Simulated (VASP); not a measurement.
Set up this calculation in VASP 6.6.1, as the native input.

| Property | Result |
| --- | --- |
| Task | single point |
| Functional | PBE |
| Potentials or basis | VASP PAW PBE potentials, release 64 (Au) |
| Cutoff | 520 eV |
| k mesh | 8 × 8 × 8 |
| Occupations | gaussian, width 0.1 eV |
| Spin | no spin polarisation |
| Dipole correction | no |
| Further INCAR settings | ALGO = Normal; EDIFF = 1e-07; NBANDS = 12 |

The structure of Au lies in POSCAR:

```
Au
1.0
    0.0000000000      2.0856442700      2.0856442700
    2.0856442700      0.0000000000      2.0856442700
    2.0856442700      2.0856442700      0.0000000000
Au
1
Direct
    0.0000000000      0.0000000000      0.0000000000
```

The input as run:

INCAR

```
SYSTEM = Au
PREC = Accurate
ENCUT = 520
EDIFF = 1E-7
ISMEAR = 0
SIGMA = 0.1
LREAL = .FALSE.
LASPH = .TRUE.
NELM = 60
ALGO = Normal
ISIF = 2
LWAVE = .FALSE.
LCHARG = .TRUE.
GGA = PE
LELF = .TRUE.
LVHAR = .TRUE.
NBANDS = 12
```

KPOINTS

```
regular mesh
0
G
  8 8 8
  0 0 0
```

Potentials or basis: VASP PAW PBE potentials, release 64 (Au).

The run is started by

```sh
$ cat potpaw_PBE.64/Au/POTCAR > POTCAR
$ mpirun -np 1 vasp_std > vasp.out
```

It gave:

```
Pressure : -0.8 GPa
```

Wall time 3.7 s on 1 thread of Intel Xeon 6975P-C, with other jobs on the host, peak memory 0.14 GiB.
